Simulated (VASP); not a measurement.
Here is a VASP 6.6.1 calculation.

INCAR

```
PREC     = Accurate       # precision mode
ENCUT    = 520            # plane-wave cutoff, eV
EDIFF    = 1E-7           # SCF threshold, eV
ISMEAR   = 0              # smearing method
SIGMA    = 0.15           # smearing width, eV
LREAL    = F              # projectors in reciprocal space
LASPH    = T              # aspherical terms in the spheres
NELM     = 100            # most SCF steps
ALGO     = Normal         # electronic algorithm
ISIF     = 2              # what is computed and relaxed
LWAVE    = F              # write WAVECAR
LCHARG   = F              # write CHGCAR
GGA      = PS             # functional
NBANDS   = 17             # bands
```

The input KPOINTS:

```
regular mesh
0
Gamma
  18 18 10
```

File POSCAR:

```
Pt
1.0
    2.6616000000      0.0000000000      0.0000000000
   -1.3308000000      2.3050132147      0.0000000000
    0.0000000000      0.0000000000      4.8638000000
Pt
2
Direct
    0.6666666667      0.3333333333      0.7500000000
    0.3333333333      0.6666666667      0.2500000000
```

Potentials or basis: VASP PAW PBE potentials, release 64 (Pt).

Run with:

```sh
$ cat potpaw_PBE.64/Pt/POTCAR > POTCAR
$ mpirun -np 1 vasp_std > vasp.out
```

Question: Predict the pressure.

Answer: 6.6 GPa.

Question: What does it give for the band gap on the k mesh?

Answer: Zero (bands 10 and 11 overlap by 1.51 eV).

Stress tensor (GPa, compression positive):
```
12.21  0.00  0.00
 0.00 12.21  0.00
 0.00  0.00 -4.52
```

Caveat: the cell stands under pressure; the PAW data sets were made with another functional, which shifts forces and pressure a little; spin-orbit coupling is left out, which moves the levels of the heavy elements.
